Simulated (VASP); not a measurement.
# Li2DyBrO4 (P4/mmm) in VASP: single point with PBE

Aim: the single point of Li2DyBrO4 with PBE.

All numbers are computed with VASP 6.6.1; they aren't measurements. Logs are shortened: lines on timing, memory, paths and dates and some standing lists are left out, and cuts for length are marked.

**1. The cell of the first run**

It takes space group P4/mmm (No. 123, tetragonal). The conventional cell has a = 3.518 Å, b = 3.518 Å, c = 8.308 Å, α = 90.00°, β = 90.00°, γ = 90.00°. Dy (site symmetry 4/mmm) has 8 O at 2.16 Å within 2.9 Å. Within 4.2 Å of Br (site symmetry 4/mmm) lie 8 Li at 3.13 Å and 8 O at 3.40 Å and 4 Br at 3.52 Å and 2 Dy at 4.15 Å. Li (site symmetry 4mm) has 4 O at 2.03 Å within 2.7 Å. Within 2.7 Å of O (site symmetry 2mm) lie 2 Li at 2.03 Å and 2 Dy at 2.16 Å and 5 O at 2.49 Å.

**2. Single point, PBE, collinear spin, ferromagnetic start**

INCAR reads:

```
PREC     = Accurate       # precision mode
ENCUT    = 520            # plane-wave cutoff, eV
EDIFF    = 1E-6           # SCF threshold, eV
ISMEAR   = 1              # smearing method
SIGMA    = 0.1464         # smearing width, eV
LREAL    = False          # projectors in reciprocal space
LASPH    = True           # aspherical terms in the spheres
NELM     = 150            # most SCF steps
ALGO     = Normal         # electronic algorithm
ISIF     = 2              # what is computed and relaxed
LWAVE    = False          # write WAVECAR
LCHARG   = True           # write CHGCAR
ISPIN    = 2              # spin polarisation
MAGMOM   = 5.78 0.08 0.01 0.01 0.67 0.67 0.67 0.67 # initial moments
LORBIT   = 11             # projections on sites
LMAXMIX  = 6              # l up to which the mixer works
GGA      = PE             # functional
LELF     = True           # ELF
LVHAR    = True         
NBANDS   = 42             # bands
```

KPOINTS reads:

```
Automatic mesh
0
Gamma
  7 7 3
```

POSCAR reads:

```
Li2DyBrO4
1.0
    3.5184597500      0.0000000000      0.0000000000
    0.0000000000      3.5184597500      0.0000000000
    0.0000000000      0.0000000000      8.3083198500
Dy Br Li O
1 1 2 4
Direct
    0.0000000000      0.0000000000      0.0000000000
    0.0000000000      0.0000000000      0.5000000000
    0.5000000000      0.5000000000      0.7277000000
    0.5000000000      0.5000000000      0.2723000000
    0.5000000000      0.0000000000      0.8500000000
    0.0000000000      0.5000000000      0.8500000000
    0.5000000000      0.0000000000      0.1500000000
    0.0000000000      0.5000000000      0.1500000000
```

Potentials or basis: VASP PAW PBE potentials, release 64 (Dy, Br, Li_sv, O).

The run is started by

```console
> cat potpaw_PBE.64/Dy/POTCAR potpaw_PBE.64/Br/POTCAR potpaw_PBE.64/Li_sv/POTCAR potpaw_PBE.64/O/POTCAR > POTCAR
> mpirun -np 1 vasp_std > vasp.out
```

OUTCAR:

```text
PREC = Accurate
   ENCUT = 520
   EDIFF = 1E-6
   ISMEAR = 1
   LREAL = False
   LASPH = True
   NELM = 150
   ISIF = 2
   ISPIN = 2
   LORBIT = 11
   GGA = PE

 ion  position               nearest neighbor table
   1  0.000  0.000  0.000-   5 2.16   6 2.16   7 2.16   8 2.16   6 2.16   8 2.16   5 2.16   7 2.16

   2  0.000  0.000  0.500-
   3  0.500  0.500  0.728-   5 2.03   6 2.03   5 2.03   6 2.03
   4  0.500  0.500  0.272-   7 2.03   8 2.03   7 2.03   8 2.03
   5  0.500  0.000  0.850-   3 2.03   3 2.03   1 2.16   1 2.16
   6  0.000  0.500  0.850-   3 2.03   3 2.03   1 2.16   1 2.16
   7  0.500  0.000  0.150-   4 2.03   4 2.03   1 2.16   1 2.16
   8  0.000  0.500  0.150-   4 2.03   4 2.03   1 2.16   1 2.16

  LATTYP: Found a simple tetragonal cell.
 ALAT       =     3.5184597500
 C/A-ratio  =     2.3613513982

  Lattice vectors:

 A1 = (   3.5184597500,   0.0000000000,   0.0000000000)
 A2 = (   0.0000000000,   3.5184597500,   0.0000000000)
 A3 = (   0.0000000000,   0.0000000000,   8.3083198500)

Analysis of symmetry for initial positions (statically):
=====================================================================
 Subroutine PRICEL returns:
 Original cell was already a primitive cell.

 Routine SETGRP: Setting up the symmetry group for a
 simple tetragonal supercell.

 Subroutine GETGRP returns: Found 16 space group operations
 (whereof 16 operations were pure point group operations)
 out of a pool of 16 trial point group operations.

The static configuration has the point symmetry D_4h.

Analysis of symmetry for dynamics (positions and initial velocities):
=====================================================================
 Subroutine PRICEL returns:
 Original cell was already a primitive cell.

 Routine SETGRP: Setting up the symmetry group for a
 simple tetragonal supercell.

 Subroutine GETGRP returns: Found 16 space group operations
 (whereof 16 operations were pure point group operations)
 out of a pool of 16 trial point group operations.

The dynamic configuration has the point symmetry D_4h.

Analysis of structural, dynamic, and magnetic symmetry:
=====================================================================
 Subroutine PRICEL returns:
 Original cell was already a primitive cell.

[... 157 lines left out ...]
  ext. energy  EPLUGINS =         0.00000000
  ---------------------------------------------------
  free energy    TOTEN  =       -44.41745262 eV

  energy without entropy =      -44.42440351  energy(sigma->0) =      -44.41976958

 E-fermi :   1.0131     XC(G=0): -10.0439

 val. band max:        1.0102272483   @ k =   0.0000   0.0000   0.0000
 cond. band min:       1.0146692545   @ k =   0.2857   0.0000   0.0000
 fundamental gap:      0.0044420062
 Fermi energy:         1.0131439533

 spin component 1

 k-point     1 :       0.0000    0.0000    0.0000
  band No.  band energies     occupation
      1     -44.5367      1.00000
      2     -42.2822      1.00000
      3     -42.2822      1.00000
      4     -21.1425      1.00000
      5     -20.0138      1.00000
      6     -20.0138      1.00000
[... 849 lines left out ...]
     39      11.0962      0.00000
     40      11.5635      0.00000
 Fermi energy:         1.0131439533

 spin component 2

 k-point     1 :       0.0000    0.0000    0.0000
  band No.  band energies     occupation
      1     -42.3024      1.00000
      2     -42.2794      1.00000
      3     -42.2593      1.00000
      4     -19.8506      1.00000
      5     -18.5010      1.00000
      6     -18.5010      1.00000
[... 849 lines left out ...]
     39      11.6248      0.00000
     40      12.3098      0.00000
 [bands above 40 left out]

------------------------ aborting loop because EDIFF is reached ----------------------------------------

  FORCE on cell =-STRESS in cart. coord.  units (eV):
  Direction    XX          YY          ZZ          XY          YZ          ZX
  --------------------------------------------------------------------------------------
  -------------------------------------------------------------------------------------
  Total        6.7503266      6.7503266      8.6730533      0.0000000      0.0000000     -0.0000000
  in kB      105.1518660    105.1518660    135.1027577      0.0000000      0.0000000     -0.0000000
  external PRESSURE =     115.1354966 kB  Pullay stress =       0.0000000 kB

 VOLUME and BASIS-vectors are now :
 -----------------------------------------------------------------------------
  energy-cutoff  :      520.00
  volume of cell :      102.85
      direct lattice vectors                 reciprocal lattice vectors
     3.518459750  0.000000000  0.000000000     0.284215273  0.000000000  0.000000000
     0.000000000  3.518459750  0.000000000     0.000000000  0.284215273  0.000000000
     0.000000000  0.000000000  8.308319850     0.000000000  0.000000000  0.120361279

 POSITION                                       TOTAL-FORCE (eV/Angst)
 -----------------------------------------------------------------------------------
      0.00000      0.00000      0.00000         0.000000     -0.000000      0.000000
      0.00000      0.00000      4.15416         0.000000     -0.000000      0.000000
      1.75923      1.75923      6.04596         0.000000     -0.000000      0.025327
      1.75923      1.75923      2.26236         0.000000     -0.000000     -0.025327
      1.75923      0.00000      7.06207         0.000000      0.000000     -1.169727
      0.00000      1.75923      7.06207         0.000000     -0.000000     -1.169727
      1.75923      0.00000      1.24625        -0.000000     -0.000000      1.169727
      0.00000      1.75923      1.24625        -0.000000      0.000000      1.169727
 -----------------------------------------------------------------------------------
    total drift:                                0.000000      0.000000      0.000000

  FREE ENERGIE OF THE ION-ELECTRON SYSTEM (eV)
  ---------------------------------------------------
  free  energy   TOTEN  =       -44.4174526197 eV

  energy  without entropy=      -44.4244035130  energy(sigma->0) =      -44.41976958

 total charge

# of ion       s       p       d       f       tot
--------------------------------------------------
    1        2.139   6.003   0.884   8.955  17.982
    2        1.623   3.157   0.007   0.000   4.788
    3        2.013   0.044   0.000   0.000   2.058
    4        2.013   0.044   0.000   0.000   2.058
    5        1.594   3.346   0.000   0.000   4.941
    6        1.594   3.346   0.000   0.000   4.941
    7        1.594   3.346   0.000   0.000   4.941
    8        1.594   3.346   0.000   0.000   4.941
--------------------------------------------------
tot         14.167  22.635   0.891   8.955  46.648

 magnetization (x)

# of ion       s       p       d       f       tot
--------------------------------------------------
    1        0.003   0.000  -0.016   5.187   5.174
    2        0.003   0.072  -0.000   0.000   0.075
    3       -0.000   0.002   0.000   0.000   0.002
    4       -0.000   0.002   0.000   0.000   0.002
    5        0.010   0.574   0.000   0.000   0.583
    6        0.010   0.574   0.000   0.000   0.583
    7        0.010   0.574   0.000   0.000   0.583
    8        0.010   0.574   0.000   0.000   0.583
--------------------------------------------------
tot          0.045   2.371  -0.016   5.187   7.587
```

It took 8 min on 1 thread of Intel Xeon 6975P-C (Granite Rapids), shared host; peak memory 0.37 GiB.

What came out:

| Quantity | Value |
| --- | --- |
| Free energy | -44.4175 eV |
| Largest force | 1.170 eV/Å |
| Net moment | 8.07 μB per cell |
| Site moments | Dy +5.17; Br +0.07; Li +0.00; O +0.58 μB |
| Valence electrons inside the program's atomic spheres | Dy 17.98; Br 4.79; Li 2.06; O 4.94 |

Forces on the atoms (eV/Å):
```
Dy   0.000  0.000  0.000
Br   0.000  0.000  0.000
Li   0.000  0.000  0.025
Li   0.000  0.000 -0.025
O    0.000  0.000 -1.170
O    0.000  0.000 -1.170
O    0.000  0.000  1.170
O    0.000  0.000  1.170
```

Caveat: the cutoff is under 1.25 times the usual one of these potentials, so pressure, stress and relaxed cells hold a basis-set (Pulay) error; the magnetic or orbital state may not be the lowest; spin-orbit coupling is left out, which moves the levels of the heavy elements; semilocal functionals describe open f shells poorly, which spoils levels, moments and volumes; forces of over 1 eV/Å act on the atoms, so gaps and moduli don't describe the material at rest. With open d or f shells a metallic result of PBE can be an artefact of self-interaction; +U or a hybrid may open a gap.
